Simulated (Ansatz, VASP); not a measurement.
## SiC in VASP and in Ansatz

```xyz
4
Lattice="3.3391 0.0000 0.0000 -1.6696 2.8918 0.0000 0.0000 0.0000 5.0740" Properties=species:S:1:pos:R:3 pbc="T T T"
Si    0.0000    1.9278    0.0232
Si    1.6696    0.9639    2.5602
C     0.0000    1.9278    1.9303
C     1.6696    0.9639    4.4674
```

Change from the starting cell: strain +0.080 along x and y, +0.000 along z, atoms carried along.

Alike in both runs: task single point; functional PBE; k mesh 12 × 12 × 6; occupations gaussian, width 0.05 eV; no spin polarisation.

|  | VASP | Ansatz |
| --- | --- | --- |
| version | VASP 6.6.1 | Ansatz 0.2.0 |
| potentials or method | VASP PAW PBE potentials, release 64 (Si, C), cutoff 520 eV | scalar-relativistic, plane waves, PAW |
| valence electrons in the cell | 16 | 16 |

|  | VASP | Ansatz | Ansatz less VASP |
| --- | --- | --- | --- |
| gap on the k mesh at the Fermi level (eV) | 1.99 | 2.00 | +0.006 |
| least direct gap on the mesh (eV) | 2.40 | 2.40 | +0.003 |
| pressure (GPa) | -22.9 | -22.9 | 0.00 |
| traceless stress, the component that is largest in VASP (GPa) | 19.67 | 19.58 | -0.088 |
| rms of the force components (eV/Å) | 0.205 | 0.204 | -0.0007 |

Atom by atom the forces differ by 0.001 eV/Å (rms over components).
